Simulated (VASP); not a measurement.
A run of VASP 6.6.1:

INCAR

```
SYSTEM = ZnSiP2
PREC = Accurate
ENCUT = 500
EDIFF = 1E-6
ISMEAR = -1
SIGMA = 0.05
LREAL = .FALSE.
LASPH = .TRUE.
NELM = 120
ALGO = Normal
ISIF = 2
LWAVE = .FALSE.
LCHARG = .FALSE.
GGA = PS
NBANDS = 36
GGA_COMPAT = .FALSE.
```

Contents of KPOINTS:

```
Automatic mesh
0
G
  5 5 5
  0 0 0
```

The input POSCAR:

```
ZnSiP2
1.0
   -2.6867030000      2.6867030000      5.2300310000
    2.6867030000     -2.6867030000      5.2300310000
    2.6867030000      2.6867030000     -5.2300310000
Zn Si P
2 2 4
Direct
    0.0000000000      0.0000000000      0.0000000000
    0.7500000000      0.2500000000      0.5000000000
    0.5000000000      0.5000000000      0.0000000000
    0.2500000000      0.7500000000      0.5000000000
    0.3750000000      0.3923010000      0.5173010000
    0.8750000000      0.8576990000      0.4826990000
    0.6076990000      0.1250000000      0.9826990000
    0.1423010000      0.6250000000      0.0173010000
```

Potentials or basis: VASP PAW PBE potentials, release 64 (Zn, Si, P).

Command:

```console
$ cat potpaw_PBE.64/Zn/POTCAR potpaw_PBE.64/Si/POTCAR potpaw_PBE.64/P/POTCAR > POTCAR
$ mpirun -np 1 vasp_std > vasp.out
```

Hardware: 1 thread of Intel(R) Xeon(R) Platinum 8488C (Sapphire Rapids), with other jobs on the host.

**Question.** Estimate the wall time of this run.

**Answer.** Run time: 71 s on 1 thread of Intel(R) Xeon(R) Platinum 8488C (Sapphire Rapids), with other jobs on the host, peak memory 0.36 GiB. Counts: scf iterations 14, k points 18.
